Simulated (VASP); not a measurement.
Input of a VASP 6.6.1 run:

The input POSCAR:

```
InSe
1.0
    4.0181119053      0.0000000000      0.0000000000
   -2.0090559527      3.4797869852      0.0000000000
    0.0000000000      0.0000000000     16.9256135378
In Se
4 4
Direct
    0.3333333333      0.6666666667      0.1677023332
    0.6666666667      0.3333333333      0.6677023332
    0.3333333333      0.6666666667      0.3322976668
    0.6666666667      0.3333333333      0.8322976668
    0.3333333333      0.6666666667      0.5927860119
    0.6666666667      0.3333333333      0.0927860119
    0.3333333333      0.6666666667      0.9072139881
    0.6666666667      0.3333333333      0.4072139881
```

Contents of INCAR.step1:

```
SYSTEM = InSe
PREC     = Accurate       ! precision mode
ENCUT    = 520            ! plane-wave cutoff, eV
ISMEAR   = -1             ! smearing method
SIGMA    = 0.02           ! smearing width, eV
LREAL    = .FALSE.        ! projectors in reciprocal space
LASPH    = .TRUE.         ! aspherical terms in the spheres
NELM     = 60             ! most SCF steps
NBANDS   = 48             ! bands
GGA      = PE             ! functional
ALGO     = Normal         ! electronic algorithm
EDIFF    = 1E-4           ! SCF threshold, eV
LWAVE    = .TRUE.         ! write WAVECAR
LCHARG   = .FALSE.        ! write CHGCAR
```

Contents of INCAR.step2:

```
SYSTEM = InSe
PREC     = Accurate       ! precision mode
ENCUT    = 520            ! plane-wave cutoff, eV
EDIFF    = 1E-7           ! SCF threshold, eV
ISMEAR   = -1             ! smearing method
SIGMA    = 0.02           ! smearing width, eV
LREAL    = .FALSE.        ! projectors in reciprocal space
LASPH    = .TRUE.         ! aspherical terms in the spheres
NELM     = 60             ! most SCF steps
ALGO     = Normal         ! electronic algorithm
ISIF     = 2              ! what is computed and relaxed
LWAVE    = .FALSE.        ! write WAVECAR
LCHARG   = .FALSE.        ! write CHGCAR
METAGGA  = R2SCAN         ! meta-GGA
LMIXTAU  = .TRUE.       
LUSE_VDW = .TRUE.       
IVDW_NL  = 2            
BPARAM   = 11.95        
CPARAM   = 0.0093       
NBANDS   = 48             ! bands
ISTART   = 1
```

File KPOINTS:

```
regular mesh
0
G
  6 6 2
  0 0 0
```

Potentials or basis: VASP PAW PBE potentials, release 64 (In_d, Se).

Launch:

```bash
$ cat potpaw_PBE.64/In_d/POTCAR potpaw_PBE.64/Se/POTCAR > POTCAR
$ cp INCAR.step1 INCAR
$ mpirun -np 1 vasp_std > vasp.out
$ cp INCAR.step2 INCAR
$ mpirun -np 1 vasp_std > vasp.out
```

Problem. Predict the largest force.

Solution. 0.025 eV/Å.

Problem. What does it give for the pressure?

Solution. 0.1 GPa.

Forces on the atoms (eV/Å):
```
In   0.000  0.000  0.013
In   0.000  0.000  0.013
In   0.000  0.000 -0.013
In   0.000  0.000 -0.013
Se   0.000  0.000 -0.025
Se   0.000  0.000 -0.025
Se   0.000  0.000  0.025
Se   0.000  0.000  0.025
```

Caveat: the PAW data sets were made with another functional, which shifts forces and pressure a little.
